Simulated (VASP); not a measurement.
Set up this calculation in VASP 6.6.1, as the native input.

| Quantity | Value |
| --- | --- |
| Task | single point |
| Functional | r2SCAN |
| Potentials or basis | VASP PAW PBE potentials, release 64 (Al, Au) |
| Cutoff | 520 eV |
| k mesh | 14 × 14 × 6 |
| Occupations | gaussian, width 0.1 eV |
| Spin | no spin polarisation |
| Dipole correction | no |
| Further INCAR settings | ALGO = Normal; EDIFF = 1e-07; NBANDS = 18 |

Crystal: Al3Au.

```
Al Au
1.0
     2.88307    0.00000    0.00000
     0.00000    2.88307    0.00000
     0.00000    0.00000    7.81931
Al Au
3 1
Direct
  0.00000 0.00000 0.50000
  0.50000 0.50000 0.24231
  0.50000 0.50000 0.75769
  0.00000 0.00000 0.00000
```

One way to write it, as run:

POSCAR

```
Al3Au
1.0
    2.8830660109      0.0000000000      0.0000000000
    0.0000000000      2.8830660109      0.0000000000
    0.0000000000      0.0000000000      7.8193117860
Al Au
3 1
Direct
    0.0000000000      0.0000000000      0.5000000000
    0.5000000000      0.5000000000      0.2423114198
    0.5000000000      0.5000000000      0.7576885802
    0.0000000000      0.0000000000      0.0000000000
```

INCAR.step1

```
PREC = Accurate ; ENCUT = 520
ISMEAR = 0 ; SIGMA = 0.1
LREAL = False ; LASPH = True
NELM = 100 ; NBANDS = 18
GGA = PE ; ALGO = Normal
EDIFF = 1E-4 ; LWAVE = True
LCHARG = False
```

INCAR.step2

```
PREC = Accurate ; ENCUT = 520
EDIFF = 1E-7 ; ISMEAR = 0
SIGMA = 0.1 ; LREAL = False
LASPH = True ; NELM = 100
ALGO = Normal ; ISIF = 2
LWAVE = False ; LCHARG = False
METAGGA = R2SCAN ; LMIXTAU = True
NBANDS = 18 ; ISTART = 1
```

KPOINTS

```
regular mesh
0
Gamma
  14 14 6
```

Potentials or basis: VASP PAW PBE potentials, release 64 (Al, Au).

The run is started by

```bash
$ cat potpaw_PBE.64/Al/POTCAR potpaw_PBE.64/Au/POTCAR > POTCAR
$ cp INCAR.step1 INCAR
$ mpirun -np 1 vasp_std > vasp.out
$ cp INCAR.step2 INCAR
$ mpirun -np 1 vasp_std > vasp.out
```

Results of the run:

- Pressure: -0.3 GPa
- Largest force: 0.007 eV/Å
- Band gap on the k mesh: zero (bands 10 and 11 overlap by 5.52 eV)

Caveat: the PAW data sets were made with another functional, which shifts forces and pressure a little; spin-orbit coupling is left out, which moves the levels of the heavy elements.

Run time: 9.8 min on 1 thread of Intel Xeon 8259CL, with other jobs on the host, peak memory 0.3 GiB.
